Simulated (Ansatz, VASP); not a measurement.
This is a calculation of Pb for VASP 6.6.1.

Contents of INCAR:

```
SYSTEM = Pb
PREC     = Accurate       ! precision mode
ENCUT    = 600            ! plane-wave cutoff, eV
EDIFF    = 1E-6           ! SCF threshold, eV
ISMEAR   = -1             ! smearing method
SIGMA    = 0.05           ! smearing width, eV
LREAL    = .False.        ! projectors in reciprocal space
LASPH    = .True.         ! aspherical terms in the spheres
NELM     = 100            ! most SCF steps
ALGO     = Fast           ! electronic algorithm
ISIF     = 3              ! what is computed and relaxed
LWAVE    = .False.        ! write WAVECAR
LCHARG   = .False.        ! write CHGCAR
GGA      = PS             ! functional
IVDW     = 12             ! dispersion correction
IBRION   = 2              ! ionic algorithm
NSW      = 60             ! ionic steps
EDIFFG   = -0.01          ! ionic threshold
```

KPOINTS

```
Automatic mesh
0
Gamma
  9 9 9
  0 0 0
```

Contents of POSCAR:

```
Pb
1.0
   -1.9796595667      1.9796595667      1.9796595667
    1.9796595667     -1.9796595667      1.9796595667
    1.9796595667      1.9796595667     -1.9796595667
Pb
1
Direct
    0.0000000000      0.0000000000      0.0000000000
```

Potentials or basis: VASP PAW PBE potentials, release 64 (Pb_d).

Command:

```bash
$ cat potpaw_PBE.64/Pb_d/POTCAR > POTCAR
$ mpirun -np 1 vasp_std > vasp.out
```

Q: Set up the same calculation for Ansatz 0.2.0. Potentials there: Ansatz PAW.

A: As run (the cutoff follows the program's own potentials):

input.yaml

```yaml
crystal:
  lattice:
    - [-1.9796595667, 1.9796595667, 1.9796595667]
    - [1.9796595667, -1.9796595667, 1.9796595667]
    - [1.9796595667, 1.9796595667, -1.9796595667]
  atoms:
    - { symbol: Pb, position: [0.0, 0.0, 0.0] }
hamiltonian:
  xc: pbesol
  pseudopotentials: { kind: paw }
  dispersion: d3bj
kpoints:
  mp_grid: { grid: [9, 9, 9] }
scf:
  occupations: { method: fermi_dirac, width: 0.05 }
output:
  forces: true
  stress: true
  eigenvalues: true
relax:
  f_tol: 0.01
  max_steps: 40
  cell: { stress_tol: 0.05 }
```

Potentials or basis: Ansatz PAW.

Launch:

```bash
$ ansatz run input.yaml --threads 2 --pin off --max-ram 5632MiB --backend cpu --events-out ev --progress --plain --runs-dir out
```

Both were run:

|  | VASP | Ansatz | Ansatz less VASP |
| --- | --- | --- | --- |
| gap on the k mesh at the Fermi level, each at its own relaxed structure (eV) | none | none | - |
| relaxed volume (Å³/atom) | 28.13 | 28.12 | -0.011 |
| relaxed cell length with the largest relative difference (Å) | 3.319 | 3.318 | -0.0004 |

VASP's potentials were made for PBE, not for PBEsol. A gap of «none» marks a metal or a gap that the smearing closes.

Spin-orbit coupling is off throughout. Noted on Ansatz's run: the plane-wave basis is chosen anew once the cell has moved, so the energies of steps on either side of that aren't comparable.
